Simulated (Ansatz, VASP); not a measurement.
InO2 in VASP and in Ansatz

```xyz
6
Lattice="0.0000 3.4355 3.4355 3.4355 0.0000 3.4355 3.4355 3.4355 0.0000" Properties=species:S:1:pos:R:3 pbc="T T T"
In    0.0000    0.0000    0.0000
In    1.7177    1.7177    1.7177
O     4.2944    4.2944    4.2944
O     4.2944    2.5766    2.5766
O     2.5766    2.5766    4.2944
O     2.5766    4.2944    2.5766
```

Alike in both runs: functional PBE; k mesh 10 × 10 × 10; occupations gaussian, width 0.1 eV; collinear spin.

Ansatz relaxed the structure, and its values are those at the end. VASP's run is a single point on that final structure, the one shown.

```csv
,VASP,Ansatz
version,VASP 6.6.1,Ansatz 0.2.0
potentials or method,"VASP PAW PBE potentials, release 64 (In_d, O), cutoff 520 eV","scalar-relativistic, plane waves, PAW"
valence electrons in the cell,50,50
```

VASP gave:

| Item | Value |
| --- | --- |
| gap on the k mesh at the Fermi level (eV) | none |
| pressure (GPa) | -0.1 |
| net moment per atom (μB) | 0.92 |
| size of the moment on the site where the two differ most (μB) | 1.14 |

Problem. Which values does Ansatz return?

Solution. gap on the k mesh at the Fermi level (eV): none; pressure (GPa): 0.0; net moment per atom (μB): 0.92; size of the moment on the site where the two differ most (μB): 1.30.

Site moments also hang on the region over which each program counts them. A gap of «none» marks a metal or a gap that the smearing closes.
